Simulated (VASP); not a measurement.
Write the native input for VASP 6.6.1 that does the following.

* Task: single point
* Functional: r2SCAN
* Potentials or basis: VASP PAW PBE potentials, release 64 (W_sv)
* Cutoff: 520 eV
* k mesh: 20 × 20 × 20
* Occupations: gaussian, width 0.1 eV
* Spin: no spin polarisation
* Dipole correction: no
* Further INCAR settings: ALGO = Normal; EDIFF = 1e-06; NBANDS = 13

The system is W.

```
CELL_PARAMETERS angstrom
-1.51173 1.51173 1.51173
1.51173 -1.51173 1.51173
1.51173 1.51173 -1.51173
ATOMIC_POSITIONS crystal
W 0.00000 0.00000 0.00000
```

One way to write it, as run:

POSCAR

```
W
1.0
   -1.5117291558      1.5117291558      1.5117291558
    1.5117291558     -1.5117291558      1.5117291558
    1.5117291558      1.5117291558     -1.5117291558
W
1
Direct
    0.0000000000      0.0000000000      0.0000000000
```

INCAR.step1

```
PREC = Accurate
ENCUT = 520
ISMEAR = 0
SIGMA = 0.1
LREAL = False
LASPH = True
NELM = 100
NBANDS = 13
GGA = PE
ALGO = Normal
EDIFF = 1E-4
LWAVE = True
LCHARG = False
```

INCAR.step2

```
PREC = Accurate
ENCUT = 520
EDIFF = 1E-6
ISMEAR = 0
SIGMA = 0.1
LREAL = False
LASPH = True
NELM = 100
ALGO = Normal
ISIF = 2
LWAVE = False
LCHARG = True
METAGGA = R2SCAN
LMIXTAU = True
LELF = True
LVHAR = True
NBANDS = 13
ISTART = 1
```

KPOINTS

```
regular mesh
0
Gamma
  20 20 20
```

Potentials or basis: VASP PAW PBE potentials, release 64 (W_sv).

The run is started by

```bash
$ cat potpaw_PBE.64/W_sv/POTCAR > POTCAR
$ cp INCAR.step1 INCAR
$ mpirun -np 1 vasp_std > vasp.out
$ cp INCAR.step2 INCAR
$ mpirun -np 1 vasp_std > vasp.out
```

Results of the run:

```yaml
Pressure: 62.4 GPa
Band_gap_on_the_k_mesh: zero (band 7 reaches 19.81 eV, above the bottom of band 8 at 11.83 eV)
```

Caveat: the PAW data sets were made with another functional, which shifts forces and pressure a little; spin-orbit coupling is left out, which moves the levels of the heavy elements.

Wall time 110 s on 1 thread of AMD EPYC 9R14 (Zen 4), on a shared host, peak memory 0.13 GiB.
